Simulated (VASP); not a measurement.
Input of a VASP 6.6.1 run:

INCAR

```
ALGO = Normal
EDIFF = 1E-8
ENCUT = 500
GGA = PE
GGA_COMPAT = False
IBRION = 8
ISIF = 2
ISMEAR = 0
LASPH = True
LCHARG = False
LEPSILON = True
LREAL = False
LWAVE = False
NELM = 120
NSW = 1
PREC = Accurate
SIGMA = 0.01
```

KPOINTS

```
k-points
0
Gamma
  10 10 10
```

The input POSCAR:

```
AlAs
1.0
    0.0000000000      2.5819686037      2.5819686037
    2.5819686037      0.0000000000      2.5819686037
    2.5819686037      2.5819686037      0.0000000000
Al As
1 1
Direct
    0.0000000000      0.0000000000      0.0000000000
    0.7500000000      0.7500000000      0.7500000000
```

Potentials or basis: VASP PAW PBE potentials, release 64 (Al, As).

The run is started by

```console
$ cat potpaw_PBE.64/Al/POTCAR potpaw_PBE.64/As/POTCAR > POTCAR
$ mpirun -np 1 vasp_std > vasp.out
```

Q: What does it give for the electronic dielectric tensor (diagonal)?

A: 8.89.

Q: What does it give for the Born charges (mean of the diagonal)?

A: Al +1.95; As -1.95 e.

Q: What does it give for the highest phonon frequency at Γ, LO-TO splitting left out?

A: 491 cm⁻¹.

Born effective charge tensors (e):
atom 1, Al
```
1.95 0.00 0.00
0.00 1.95 0.00
0.00 0.00 1.95
```
atom 2, As
```
-1.95  0.00  0.00
 0.00 -1.95  0.00
 0.00  0.00 -1.95
```

Caveat: the cell stands under pressure or tension, which shifts response properties.
